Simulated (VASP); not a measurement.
Sb:

```
Sb
1.0
     3.35453    0.00000    0.00000
    -1.67727    2.90511    0.00000
     0.00000    0.00000    5.47016
Sb
2
Direct
  0.66667 0.33333 0.75000
  0.33333 0.66667 0.25000
```

* Program: VASP 6.6.1
* Task: relaxation of cell and atoms
* Functional: revPBE
* Dispersion: D3(BJ)
* Potentials or basis: VASP PAW PBE potentials, release 64 (Sb)
* Cutoff: 600 eV
* k mesh: 9 × 9 × 5
* Occupations: fermi-dirac, width 0.05 eV
* Spin: no spin polarisation

At the start: pressure -3.7 GPa; volume 26.65 Å³/atom.

Problem. How do energy, volume and symmetry change on relaxing?

Solution. Over 7 steps the energy falls by 18.8 meV/atom and the volume is 25.09 Å³/atom (-5.9 %); space group P6_3/mmc (No. 194, to 0.05 Å).

The path:
```csv
step,energy change (eV),largest force (eV/Å),pressure (GPa),volume (Å³)
1,0.0000,0.0000,-3.65,53.31
2,-0.0274,0.0000,2.32,48.76
3,-0.0376,0.0000,0.00,50.22
4,-0.0376,0.0000,-0.09,50.28
5,-0.0377,0.0000,-0.08,50.28
6,-0.0377,0.0000,-0.07,50.27
7,-0.0377,0.0000,0.05,50.18
```

Final structure:
```
Sb
1.0
     3.28659    0.00000    0.00000
    -1.64330    2.84627    0.00000
     0.00000    0.00000    5.36459
Sb
2
Direct
  0.66667 0.33333 0.75000
  0.33333 0.66667 0.25000
```

Caveat: the PAW data sets were made with another functional, which shifts forces and pressure a little; pairwise dispersion overbinds metals, which lowers pressure and volume.
